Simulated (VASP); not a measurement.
# AlNi (Pm-3m) in VASP: notebook

The runs below take AlNi through vibrations by perturbation theory, single point, with PBEsol, PBEsol+U.

Everything below comes from runs of VASP 6.6.1. Logs are shortened: lines on timing, memory, paths and dates and some standing lists are left out, and cuts for length are marked.

## 1. The cell of the first run

The structure is cubic, space group Pm-3m (No. 221). The conventional cell has a = 2.881 Å, b = 2.881 Å, c = 2.881 Å, α = 90.00°, β = 90.00°, γ = 90.00°. Within 3.3 Å of Ni (site symmetry m-3m) lie 8 Al at 2.50 Å and 6 Ni at 2.88 Å. Within 3.3 Å of Al (site symmetry m-3m) lie 8 Ni at 2.50 Å and 6 Al at 2.88 Å.

## 2. Vibrations by perturbation theory, PBEsol, collinear spin, ferromagnetic start

INCAR

```
SYSTEM = AlNi
PREC = Accurate
ENCUT = 520
EDIFF = 1E-8
ISMEAR = -1
SIGMA = 0.05
LREAL = .False.
LASPH = .True.
NELM = 150
ALGO = Fast
ISIF = 2
LWAVE = .False.
LCHARG = .False.
ISPIN = 2
MAGMOM = 1 0
LORBIT = 11
LMAXMIX = 4
GGA = PS
NBANDS = 18
IBRION = 8
NSW = 1
```

KPOINTS

```
Automatic mesh
0
Gamma
  7 7 7
  0 0 0
```

POSCAR

```
AlNi
1.0
    2.8810000000      0.0000000000      0.0000000000
    0.0000000000      2.8810000000      0.0000000000
    0.0000000000      0.0000000000      2.8810000000
Ni Al
1 1
Direct
    0.5000000000      0.5000000000      0.5000000000
    0.0000000000      0.0000000000      0.0000000000
```

Potentials or basis: VASP PAW PBE potentials, release 64 (Ni, Al).

The run is started by

```sh
$ cat potpaw_PBE.64/Ni/POTCAR potpaw_PBE.64/Al/POTCAR > POTCAR
$ mpirun -np 1 vasp_std > vasp.out
```

OUTCAR:

```text
SYSTEM = AlNi
   PREC = Accurate
   ENCUT = 520
   EDIFF = 1E-8
   ISMEAR = -1
   LREAL = .False.
   LASPH = .True.
   NELM = 150
   ISIF = 2
   ISPIN = 2
   LORBIT = 11
   GGA = PS
   IBRION = 8
   NSW = 1

 ion  position               nearest neighbor table
   1  0.500  0.500  0.500-   2 2.50   2 2.50   2 2.50   2 2.50   2 2.50   2 2.50   2 2.50   2 2.50

   2  0.000  0.000  0.000-   1 2.50   1 2.50   1 2.50   1 2.50   1 2.50   1 2.50   1 2.50   1 2.50

  LATTYP: Found a simple cubic cell.
 ALAT       =     2.8810000000

  Lattice vectors:

 A1 = (   2.8810000000,   0.0000000000,   0.0000000000)
 A2 = (   0.0000000000,   2.8810000000,   0.0000000000)
 A3 = (   0.0000000000,   0.0000000000,   2.8810000000)

Analysis of symmetry for initial positions (statically):
=====================================================================
 Subroutine PRICEL returns:
 Original cell was already a primitive cell.

 Routine SETGRP: Setting up the symmetry group for a
 simple cubic supercell.

 Subroutine GETGRP returns: Found 48 space group operations
 (whereof 48 operations were pure point group operations)
 out of a pool of 48 trial point group operations.

The static configuration has the point symmetry O_h .

Analysis of symmetry for dynamics (positions and initial velocities):
=====================================================================
 Subroutine PRICEL returns:
 Original cell was already a primitive cell.

 Routine SETGRP: Setting up the symmetry group for a
 simple cubic supercell.

 Subroutine GETGRP returns: Found 48 space group operations
 (whereof 48 operations were pure point group operations)
 out of a pool of 48 trial point group operations.

The dynamic configuration has the point symmetry O_h .

Analysis of structural, dynamic, and magnetic symmetry:
=====================================================================
 Subroutine PRICEL returns:
 Original cell was already a primitive cell.

[... 1028 lines left out ...]
      1.44050      1.44050      1.44050         0.000000      0.000000      0.000000
      0.00000      0.00000      0.00000         0.000000      0.000000      0.000000
 -----------------------------------------------------------------------------------
    total drift:                                0.000000      0.000000     -0.000000

  FREE ENERGIE OF THE ION-ELECTRON SYSTEM (eV)
  ---------------------------------------------------
  free  energy   TOTEN  =       -11.5988602170 eV

  energy  without entropy=      -11.5927063285  energy(sigma->0) =      -11.59578327

[... ionic steps 2 to 3 ...]

--------------------------------------- Ionic step        4  -------------------------------------------

------------------------ aborting loop because EDIFF is reached ----------------------------------------

[... ionic steps 5 to 6 ...]

--------------------------------------- Ionic step        7  -------------------------------------------

 Free energy of the ion-electron system (eV)
  ---------------------------------------------------
  ---------------------------------------------------
  free energy    TOTEN  =        -0.00550950 eV

  energy without entropy =       -0.00550950

------------------------ aborting loop because EDIFF is reached ----------------------------------------

 INTERNAL STRAIN TENSOR  FOR ION    2  DIRECTION 1   (eV/Angst):
 -----------------------------------------------------------------------------
    -0.04607  0.00000  0.00000
     0.00000  0.01646 -0.00000
     0.00000 -0.00000  0.01646

 INTERNAL STRAIN TENSOR FOR ION    2 for displacements in x,y,z  (eV/Angst):
          X           Y           Z          XY          YZ          ZX
  --------------------------------------------------------------------------------
  x     0.00000     0.00000     0.00000     0.00000     0.00000     0.00000
  y     0.00000     0.00000     0.00000     0.00000     0.00000     0.00000
  z     0.00000     0.00000     0.00000     0.00000     0.00000     0.00000

 SECOND DERIVATIVES (NOT SYMMETRIZED)
 ------------------------------------
               1X          1Y          1Z          2X          2Y          2Z
  1X    -5.787360   -0.000000    0.000000    5.787360    0.000000    0.000000
  1Y     0.000000   -5.787360   -0.000000    0.000000    5.787360    0.000000
  1Z    -0.000000    0.000000   -5.787360    0.000000    0.000000    5.787360
  2X     5.755814   -0.000000   -0.000000   -5.755814    0.000000    0.000000
  2Y    -0.000000    5.755814   -0.000000    0.000000   -5.755814    0.000000
  2Z    -0.000000   -0.000000    5.755814    0.000000    0.000000   -5.755814

 Eigenvectors and eigenvalues of the dynamical matrix
 ----------------------------------------------------

   1 f  =    8.731418 THz    54.861117 2PiTHz  291.248752 cm-1    36.110227 meV
             X         Y         Z           dx          dy          dz
      1.440500  1.440500  1.440500    -0.562244   -0.000000   -0.000000
      0.000000  0.000000  0.000000     0.826971    0.000000    0.000000
[... 21 lines left out ...]
   6 f/i=    0.011095 THz     0.069711 2PiTHz    0.370085 cm-1     0.045885 meV
             X         Y         Z           dx          dy          dz
      1.440500  1.440500  1.440500    -0.584758   -0.584757    0.000000
      0.000000  0.000000  0.000000    -0.397567   -0.397566    0.000000

--------------------------------------------------------------------------------------------------------

 ELASTIC MODULI CONTR FROM IONIC RELAXATION (kBar)
 Direction    XX          YY          ZZ          XY          YZ          ZX
 --------------------------------------------------------------------------------
 XX           0.0000      0.0000      0.0000      0.0000      0.0000      0.0000
 YY           0.0000      0.0000      0.0000      0.0000      0.0000      0.0000
 ZZ           0.0000      0.0000      0.0000      0.0000      0.0000      0.0000
 XY           0.0000      0.0000      0.0000      0.0000      0.0000      0.0000
 YZ           0.0000      0.0000      0.0000      0.0000      0.0000      0.0000
 ZX           0.0000      0.0000      0.0000      0.0000      0.0000      0.0000
 --------------------------------------------------------------------------------

 total charge

# of ion       s       p       d       tot
------------------------------------------
    1        0.480   0.517   8.484   9.481
    2        0.383   0.412   0.000   0.795
--------------------------------------------------
tot          0.863   0.929   8.484  10.275

 magnetization (x)

# of ion       s       p       d       tot
------------------------------------------
    1       -0.000  -0.000  -0.000  -0.000
    2       -0.000  -0.000   0.000  -0.000
--------------------------------------------------
tot         -0.000  -0.000  -0.000  -0.000
```

OSZICAR:

```text
N       E                     dE             d eps       ncg     rms          rms(c)
DAV:   1     0.438121167738E+02    0.43812E+02   -0.51982E+03  1496   0.786E+02
DAV:   2    -0.105641441133E+02   -0.54376E+02   -0.47678E+02  1564   0.162E+02
DAV:   3    -0.131280081493E+02   -0.25639E+01   -0.25175E+01  1786   0.358E+01
[... 44 lines left out ...]
RMM:   5    -0.550900646029E-02   -0.45016E-05   -0.87491E-07  5070   0.553E-03    0.136E-03
RMM:   6    -0.550954165295E-02   -0.53519E-06   -0.50606E-08  5190   0.142E-03    0.804E-04
RMM:   7    -0.550946602486E-02    0.75628E-07   -0.14610E-08  5160   0.707E-04    0.516E-04
RMM:   8    -0.550929315919E-02    0.17287E-06   -0.25244E-10  5678   0.221E-04    0.143E-04
RMM:   9    -0.550950866468E-02   -0.21551E-06   -0.32334E-11  5725   0.938E-05    0.628E-06
RMM:  10    -0.550950342276E-02    0.52419E-08    0.26555E-10  5839   0.541E-05    0.496E-06
 Linear response finished
```

Run time: 95 s. Hardware: 1 thread of Intel Xeon Platinum 8259CL at 2.50GHz (Skylake/Cascade Lake), shared host; peak memory 0.22 GiB.

What came out:

| Item | Value |
| --- | --- |
| Net moment | 0.00 μB per cell |
| Valence electrons inside the program's atomic spheres | Ni 9.48; Al 0.80 |
| Highest phonon frequency at Γ | 291 cm⁻¹ |

Phonon frequencies in cm⁻¹ (negative: imaginary):
```csv
q point,frequencies
"(0.000, 0.000, 0.000)",0 0 0 291 291 291
```

Caveat: the cell stands under pressure or tension, which shifts response properties; the moments typed at the start vanished in this run; the PAW data sets were made with another functional, which shifts forces and pressure a little.

## 3. Single point, PBEsol+U, collinear spin, ferromagnetic start

INCAR

```
SYSTEM = AlNi
ALGO     = Normal         ! electronic algorithm
EDIFF    = 1E-6           ! SCF threshold, eV
ENCUT    = 690            ! plane-wave cutoff, eV
GGA      = PS             ! functional
GGA_COMPAT= .FALSE.      
ISIF     = 2              ! what is computed and relaxed
ISMEAR   = 1              ! smearing method
ISPIN    = 2              ! spin polarisation
LASPH    = .TRUE.         ! aspherical terms in the spheres
LCHARG   = .FALSE.        ! write CHGCAR
LDAU     = .TRUE.         ! DFT+U
LDAUJ    = 0 0          
LDAUL    = 2 -1           ! shell
LDAUPRINT= 1            
LDAUTYPE = 2            
LDAUU    = 7 0            ! U, eV
LMAXMIX  = 4              ! l up to which the mixer works
LORBIT   = 11             ! projections on sites
LREAL    = .FALSE.        ! projectors in reciprocal space
LWAVE    = .FALSE.        ! write WAVECAR
MAGMOM   = 1 0            ! initial moments
NBANDS   = 22             ! bands
NELM     = 200            ! most SCF steps
PREC     = Accurate       ! precision mode
SIGMA    = 0.2            ! smearing width, eV
```

KPOINTS

```
k-points
0
G
  9 9 9
  0 0 0
```

POSCAR is that of step 2.

Potentials or basis: VASP PAW PBE potentials, release 64 (Ni_sv_GW, Al).

The run is started by

```sh
$ cat potpaw_PBE.64/Ni_sv_GW/POTCAR potpaw_PBE.64/Al/POTCAR > POTCAR
$ mpirun -np 1 vasp_std > vasp.out
```

It took 98 s on 1 thread of Intel Xeon Platinum 8259CL at 2.50GHz (Skylake/Cascade Lake), shared host; peak memory 0.22 GiB.

The run converged. Its results:

| Property | Result |
| --- | --- |
| Free energy | -6.9697 eV |
| Pressure | -6.1 GPa |
| Net moment | 0.00 μB per cell |
| Valence electrons inside the program's atomic spheres | Ni 16.57; Al 0.79 |

Levels at points of the mesh, in eV from the Fermi level:
Spin up:
| k point | band 8 | band 9 | band 10 | band 11 | band 12 | band 13 |
| --- | --- | --- | --- | --- | --- | --- |
| (0.00, 0.00, 0.00) | -1.91 | -1.91 | -1.91 | 5.82 | 5.82 | 5.82 |
Spin down:
| k point | band 6 | band 7 | band 8 | band 9 | band 10 | band 11 | band 12 | band 13 | band 14 | band 15 |
| --- | --- | --- | --- | --- | --- | --- | --- | --- | --- | --- |
| (0.00, 0.00, 0.00) | -3.49 | -3.49 | -1.92 | -1.92 | -1.92 | 5.82 | 5.82 | 5.82 | 8.27 | 8.27 |

Eigenvalues of the final occupation matrices:
| site | spin | trace | eigenvalues |
| --- | --- | --- | --- |
| site 1 d | 1 | 4.06 | 0.80 0.80 0.82 0.82 0.82 |
| site 1 d | 2 | 4.06 | 0.81 0.81 0.82 0.82 0.82 |

Caveat: the cell stands under tension; the moments typed at the start vanished in this run; the PAW data sets were made with another functional, which shifts forces and pressure a little; the U is typed as a test and isn't derived for this compound.
